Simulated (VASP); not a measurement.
A run of VASP 6.6.1 is set up as follows.

Contents of POSCAR:

```
Ba2FeHS6
1.0
    0.0000000000      4.5661434900      4.5661434900
    4.5661434900      0.0000000000      4.5661434900
    4.5661434900      4.5661434900      0.0000000000
Ba H S Fe
2 1 6 1
Direct
    0.2500000000      0.2500000000      0.2500000000
    0.7500000000      0.7500000000      0.7500000000
    0.0000000000      0.0000000000      0.0000000000
    0.7682000000      0.2318000000      0.2318000000
    0.2318000000      0.7682000000      0.2318000000
    0.2318000000      0.7682000000      0.7682000000
    0.7682000000      0.2318000000      0.7682000000
    0.2318000000      0.2318000000      0.7682000000
    0.7682000000      0.7682000000      0.2318000000
    0.5000000000      0.5000000000      0.5000000000
```

Contents of INCAR.step1:

```
PREC = Accurate ; ENCUT = 520
ISMEAR = -1 ; SIGMA = 0.0485
LREAL = F ; LASPH = T
NELM = 150 ; LMAXMIX = 4
LDAU = T ; LDAUTYPE = 1
LDAUL = -1 -1 -1 2 ; LDAUU = 0 0 0 7.12
LDAUJ = 0 0 0 0.8 ; NBANDS = 44
GGA = PE ; ALGO = Normal
EDIFF = 1E-4 ; LWAVE = T
LCHARG = F
```

File INCAR.step2:

```
PREC = Accurate ; ENCUT = 520
EDIFF = 1E-7 ; ISMEAR = -1
SIGMA = 0.0485 ; LREAL = F
LASPH = T ; NELM = 150
ALGO = Normal ; ISIF = 2
LWAVE = F ; LCHARG = F
LMAXMIX = 4 ; LDAU = T
LDAUTYPE = 1 ; LDAUL = -1 -1 -1 2
LDAUU = 0 0 0 7.12 ; LDAUJ = 0 0 0 0.8
LDAUPRINT = 1 ; METAGGA = R2SCAN
LMIXTAU = T ; NBANDS = 44
ISTART = 1
```

Contents of KPOINTS:

```
Automatic mesh
0
Gamma
  7 7 7
```

Potentials or basis: VASP PAW PBE potentials, release 64 (Ba_sv, H, S, Fe).

The run is started by

```console
$ cat potpaw_PBE.64/Ba_sv/POTCAR potpaw_PBE.64/H/POTCAR potpaw_PBE.64/S/POTCAR potpaw_PBE.64/Fe/POTCAR > POTCAR
$ cp INCAR.step1 INCAR
$ mpirun -np 1 vasp_std > vasp.out
$ cp INCAR.step2 INCAR
$ mpirun -np 1 vasp_std > vasp.out
```

(1) Predict the band gap on the k mesh.

(2) Predict the largest force.

## Answers

(1) zero (an odd number of electrons rules out a gap without spin polarisation).

(2) 0.963 eV/Å.

Caveat: the PAW data sets were made with another functional, which shifts forces and pressure a little; spin-orbit coupling is left out, which moves the levels of the heavy elements; the run has no spin polarisation, though such a crystal can be magnetic; U without spin polarisation on a metal has little footing.
